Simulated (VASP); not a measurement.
The system is Al.

```
Al
1.0
    -1.59122    1.59122    1.59122
     1.59122   -1.59122    1.59122
     1.59122    1.59122   -1.59122
Al
1
Direct
  0.00000 0.00000 0.00000
```

Base run:

* Program: VASP 6.6.1
* Functional: r2SCAN
* Potentials or basis: VASP PAW PBE potentials, release 64 (Al)
* Cutoff: 520 eV
* k mesh: 12 × 12 × 12
* Occupations: fermi-dirac, width 0.1 eV
* Spin: no spin polarisation

Its results: pressure 0.1 GPa.

Problem. The run is repeated on the same cell with these changes: occupations from fermi-dirac, width 0.1 eV to fermi-dirac, width 0.5 eV. What comes out?

Solution. Pressure 1.2 GPa.

Caveats: the PAW data sets were made with another functional, which shifts forces and pressure a little.
